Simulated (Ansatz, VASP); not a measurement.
**Na in VASP and in Ansatz**

INCAR

```
SYSTEM = Na
PREC = Accurate
ENCUT = 520
EDIFF = 1E-6
ISMEAR = -1
SIGMA = 0.05
LREAL = .FALSE.
LASPH = .TRUE.
NELM = 100
ALGO = Normal
ISIF = 2
LWAVE = .FALSE.
LCHARG = .FALSE.
GGA = PS
NBANDS = 10
```

Contents of KPOINTS:

```
regular mesh
0
G
  13 13 13
  0 0 0
```

File POSCAR:

```
Na
1.0
   -1.9353493305      1.9353493305      1.9353493305
    1.9353493305     -1.9353493305      1.9353493305
    1.9353493305      1.9353493305     -1.9353493305
Na
1
Direct
    0.0000000000      0.0000000000      0.0000000000
```

Input for Ansatz:

```yaml
crystal:
  lattice:
    - [-1.9353493305, 1.9353493305, 1.9353493305]
    - [1.9353493305, -1.9353493305, 1.9353493305]
    - [1.9353493305, 1.9353493305, -1.9353493305]
  atoms:
    - { symbol: Na, position: [0.0, 0.0, 0.0] }
kpoints:
  mp_grid: { grid: [13, 13, 13] }
scf:
  occupations: { method: fermi_dirac, width: 0.05 }
hamiltonian:
  xc: pbesol
  pseudopotentials: { kind: all_electron, lapw: { basis_error: 0.001 } }
output:
  forces: true
  stress: true
  eigenvalues: true
  populations: true
```

Change from the starting cell: volume scaled by 0.8, LAPW.

Alike in both runs: task single point; functional PBEsol; k mesh 13 × 13 × 13; occupations fermi-dirac, width 0.05 eV; no spin polarisation.

|  | VASP | Ansatz |
| --- | --- | --- |
| version | VASP 6.6.1 | Ansatz 0.2.0 |
| potentials or method | VASP PAW PBE potentials, release 64 (Na_pv), cutoff 520 eV | all-electron LAPW, scalar-relativistic |

|  | VASP | Ansatz | Ansatz less VASP |
| --- | --- | --- | --- |
| pressure (GPa) | 2.6 | 2.7 | +0.06 |

VASP's potentials were made for PBE, not for PBEsol. Ansatz ran all-electron here, and VASP with PAW potentials.
